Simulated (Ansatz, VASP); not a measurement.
# Zr2TiB2: VASP beside Ansatz

The input INCAR:

```
SYSTEM = Zr2TiB2
PREC = Accurate
ENCUT = 600
EDIFF = 1E-6
ISMEAR = 0
SIGMA = 0.1
LREAL = .FALSE.
LASPH = .TRUE.
NELM = 80
ALGO = Fast
ISIF = 3
LWAVE = .FALSE.
LCHARG = .FALSE.
GGA = PE
IBRION = 2
NSW = 100
EDIFFG = -0.01
```

File KPOINTS:

```
regular mesh
0
G
  12 12 6
  0 0 0
```

Contents of POSCAR:

```
Zr2TiB2
1.0
    3.1582819323      0.0000000000      0.0000000000
   -1.5791409661      2.7351523857      0.0000000000
    0.0000000000      0.0000000000      8.5103789547
Zr Ti B
2 1 2
Direct
    0.0000000000      0.0000000000      0.7936058531
    0.0000000000      0.0000000000      0.2063941469
    0.6666666667      0.3333333333      0.5000000000
    0.3333333333      0.6666666667      0.0000000000
    0.6666666667      0.3333333333      0.0000000000
```

Input for Ansatz:

```yaml
crystal:
  lattice:
    - [3.1582819323, 0.0, 0.0]
    - [-1.5791409661, 2.7351523857, 0.0]
    - [0.0, 0.0, 8.5103789547]
  atoms:
    - { symbol: Zr, position: [0.0, 0.0, 0.7936058531] }
    - { symbol: Zr, position: [0.0, 0.0, 0.2063941469] }
    - { symbol: Ti, position: [0.6666666667, 0.3333333333, 0.5] }
    - { symbol: B, position: [0.3333333333, 0.6666666667, 0.0] }
    - { symbol: B, position: [0.6666666667, 0.3333333333, 0.0] }
basis:
  ecutwfc: 420
kpoints:
  mp_grid: { grid: [12, 12, 6] }
hamiltonian:
  xc: pbe
scf:
  occupations: { method: gaussian, width: 0.1 }
output:
  forces: true
  stress: true
  eigenvalues: true
relax:
  adjacent_minimum: "off"
  f_tol: 0.01
  max_steps: 80
  cell: { stress_tol: 0.05 }
```

Change from the starting cell: the structure that the rattled cell fell into.

Alike in both runs: task relaxation of cell and atoms; functional PBE; k mesh 12 × 12 × 6; occupations gaussian, width 0.1 eV; no spin polarisation.

|  | VASP | Ansatz |
| --- | --- | --- |
| version | VASP 6.6.1 | Ansatz 0.2.0 |
| potentials or method | VASP PAW PBE potentials, release 64 (Zr_sv, Ti_sv, B), cutoff 600 eV | scalar-relativistic, plane waves, PAW |
| valence electrons in the cell | 42 | 42 |

```csv
,VASP,Ansatz,Ansatz less VASP
"gap on the k mesh at the Fermi level, each at its own relaxed structure (eV)",none,none,-
relaxed volume (Å³/atom),14.71,14.72,+0.010
relaxed length of the cell vector where the two differ most in proportion (Å),8.536,8.539,+0.0037
```

A gap of «none» marks a metal or a gap that the smearing closes.
